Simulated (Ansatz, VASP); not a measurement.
**Two plane-wave programs on Lu2NF3**

```
CELL_PARAMETERS angstrom
3.82673 0.00000 0.00000
0.00000 3.82673 0.00000
0.00000 0.00000 5.49297
ATOMIC_POSITIONS crystal
Lu 0.50000 0.00000 0.21525
Lu 0.00000 0.50000 0.78475
N 0.00000 0.00000 0.00000
F 0.50000 0.50000 0.00000
F 0.50000 0.50000 0.50000
F 0.00000 0.00000 0.50000
```

Alike in both runs: functional PBE; k mesh 3 × 3 × 2; occupations gaussian, width 0.15 eV; no spin polarisation.

Ansatz relaxed the structure, and its values are those at the end. VASP's run is a single point on that final structure, the one shown.

|  | VASP | Ansatz |
| --- | --- | --- |
| version | VASP 6.6.1 | Ansatz 0.2.0 |
| potentials or method | VASP PAW PBE potentials, release 64 (Lu, N, F), cutoff 520 eV | scalar-relativistic, plane waves, PAW |
| valence electrons in the cell | 76 | 76 |

Ansatz gave:

* gap on the k mesh at the Fermi level (eV): 2.55
* least direct gap on the mesh (eV): 2.99
* pressure (GPa): 0.0
* rms of the force components (eV/Å): 0.002

Problem. Which values does VASP return?

Solution. gap on the k mesh at the Fermi level (eV): 2.53; least direct gap on the mesh (eV): 2.97; pressure (GPa): 0.6; rms of the force components (eV/Å): 0.024.

The k mesh is coarse, so the values compare programs but aren't converged. Spin-orbit coupling is off throughout.
